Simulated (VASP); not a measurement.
# SiC (Cm) in VASP: a series of runs, part 2 of 2

VASP 6.6.1. Earlier steps stand in the parts before.

**3. Single point, r2SCAN (atom 3 (C) moved +0.400 Å towards its neighbour atom 2 (Si) at 1.883 Å)**

The input, POSCAR:

```
SiC
1.0
    3.0751950059      0.0000000000      0.0000000000
   -1.5375975029      2.6631969967      0.0000000000
    0.0000000000      0.0000000000      5.0481668544
Si C
2 2
Direct
    0.3333333333      0.6666666667      0.0046028828
    0.6666666667      0.3333333333      0.5046028828
    0.1917099377      0.5958549688      0.4067827806
    0.6666666667      0.3333333333      0.8803971172
```

The input, INCAR.step1:

```
SYSTEM = SiC
PREC = Accurate ; ENCUT = 520
ISMEAR = 0 ; SIGMA = 0.05
LREAL = .FALSE. ; LASPH = .TRUE.
NELM = 80 ; NBANDS = 16
GGA = PE ; ALGO = Normal
EDIFF = 1E-4 ; LWAVE = .TRUE.
LCHARG = .FALSE.
```

The input, INCAR.step2:

```
SYSTEM = SiC
PREC = Accurate ; ENCUT = 520
EDIFF = 1E-6 ; ISMEAR = 0
SIGMA = 0.05 ; LREAL = .FALSE.
LASPH = .TRUE. ; NELM = 80
ALGO = Normal ; ISIF = 2
LWAVE = .FALSE. ; LCHARG = .FALSE.
METAGGA = R2SCAN ; LMIXTAU = .TRUE.
NBANDS = 16 ; ISTART = 1
```

The input, KPOINTS:

```
regular mesh
0
G
  12 12 6
  0 0 0
```

Potentials or basis: VASP PAW PBE potentials, release 64 (Si, C).

Started as:

```console
> cat potpaw_PBE.64/Si/POTCAR potpaw_PBE.64/C/POTCAR > POTCAR
> cp INCAR.step1 INCAR
> mpirun -np 1 vasp_std > vasp.out
> cp INCAR.step2 INCAR
> mpirun -np 1 vasp_std > vasp.out
```

OUTCAR:

```text
SYSTEM = SiC
   PREC = Accurate
   ENCUT = 520
   EDIFF = 1E-6
   ISMEAR = 0
   LREAL = .FALSE.
   LASPH = .TRUE.
   NELM = 80
   ISIF = 2
   METAGGA = R2SCAN
   ISTART = 1

 ion  position               nearest neighbor table
   1  0.333  0.667  0.005-   4 1.88   4 1.88   4 1.88   3 2.07   2 3.09   2 3.09   2 3.09   2 3.09
                             2 3.09   2 3.09
   2  0.667  0.333  0.505-   3 1.48   4 1.90   3 2.05   3 2.05   1 3.09   1 3.09   1 3.09   1 3.09
                             1 3.09   1 3.09
   3  0.192  0.596  0.407-   2 1.48   2 2.05   2 2.05   1 2.07
   4  0.667  0.333  0.880-   1 1.88   1 1.88   1 1.88   2 1.90

  LATTYP: Found a hexagonal cell.
 ALAT       =     3.0751950059
 C/A-ratio  =     1.6415761748

  Lattice vectors:

 A1 = (   3.0751950059,   0.0000000000,   0.0000000000)
 A2 = (  -1.5375975029,   2.6631969967,   0.0000000000)
 A3 = (   0.0000000000,   0.0000000000,   5.0481668544)

Analysis of symmetry for initial positions (statically):
=====================================================================
 Subroutine PRICEL returns:
 Original cell was already a primitive cell.

 Routine SETGRP: Setting up the symmetry group for a
 hexagonal supercell.
[... 168 lines left out ...]

  energy without entropy =      -35.79232832  energy(sigma->0) =      -35.79232832

 E-fermi :   8.7720     XC(G=0): -11.9199

 val. band max:        8.4786308980   @ k =   0.0000   0.0000   0.0000
 cond. band min:      10.8684704111   @ k =   0.3333   0.3333   0.0000
 fundamental gap:      2.3898395131
 Fermi energy:         8.7719929694

 k-point     1 :       0.0000    0.0000    0.0000
  band No.  band energies     occupation
      1      -8.3043      2.00000
      2      -4.7903      2.00000
      3      -0.6879      2.00000
      4       5.4746      2.00000
      5       7.1894      2.00000
      6       7.6544      2.00000
[... 433 lines left out ...]
      3       0.1660      2.00000
      4       1.8418      2.00000
      5       2.8566      2.00000
      6       4.3587      2.00000
[... 8 lines left out ...]
     15      20.4377      0.00000
     16      20.9727      0.00000

 [... further k-points ...]
[... 5 lines left out ...]
  --------------------------------------------------------------------------------------
  -------------------------------------------------------------------------------------
  Total       10.9803552      2.3902802      1.0489334      7.4392232     -2.8904873     -5.0064706
  in kB      425.5173944     92.6295885     40.6489046    288.2892965   -112.0139186   -194.0137879
  external PRESSURE =     186.2652958 kB  Pullay stress =       0.0000000 kB

 VOLUME and BASIS-vectors are now :
 -----------------------------------------------------------------------------
  energy-cutoff  :      520.00
  volume of cell :       41.34
      direct lattice vectors                 reciprocal lattice vectors
     3.075195006  0.000000000  0.000000000     0.325182630  0.187744279  0.000000000
    -1.537597503  2.663196997  0.000000000     0.000000000  0.375488558  0.000000000
     0.000000000  0.000000000  5.048166854     0.000000000  0.000000000  0.198091709

 POSITION                                       TOTAL-FORCE (eV/Angst)
 -----------------------------------------------------------------------------------
     -0.00000      1.77546      0.02324        -0.863016     -0.498263      0.740792
      1.53760      0.88773      2.54732       -13.770938     -7.950655      5.299412
     -0.32664      1.58688      2.05351        14.850598      8.573997     -6.907288
      1.53760      0.88773      4.44439        -0.216644     -0.125079      0.867083
 -----------------------------------------------------------------------------------
    total drift:                                0.000089      0.000053     -0.000548

  FREE ENERGIE OF THE ION-ELECTRON SYSTEM (eV)
  ---------------------------------------------------
  free  energy   TOTEN  =       -35.7923283242 eV

  energy  without entropy=      -35.7923283242  energy(sigma->0) =      -35.79232832
```

Run time: 2.5 min. Hardware: 1 thread of Intel Xeon 6975P-C (Granite Rapids), shared host; peak memory 0.26 GiB.

What came out:

```yaml
Free_energy: -35.7923 eV
Pressure: 18.6 GPa
Largest_force: 18.487 eV/Å
Band_gap_on_the_k_mesh: 2.39 eV, indirect (least direct gap 4.30 eV)
```

Forces in eV/Å, atoms in the order of the input:
```
Si   -0.863  -0.498   0.741
Si  -13.771  -7.951   5.299
C    14.851   8.574  -6.907
C    -0.217  -0.125   0.867
```

Caveat: the cell differs from its parent crystal (atom 3 (C) moved +0.400 Å towards its neighbour atom 2 (Si) at 1.883 Å); the PAW data sets were made with another functional, which shifts forces and pressure a little. A k mesh can miss the band edges.
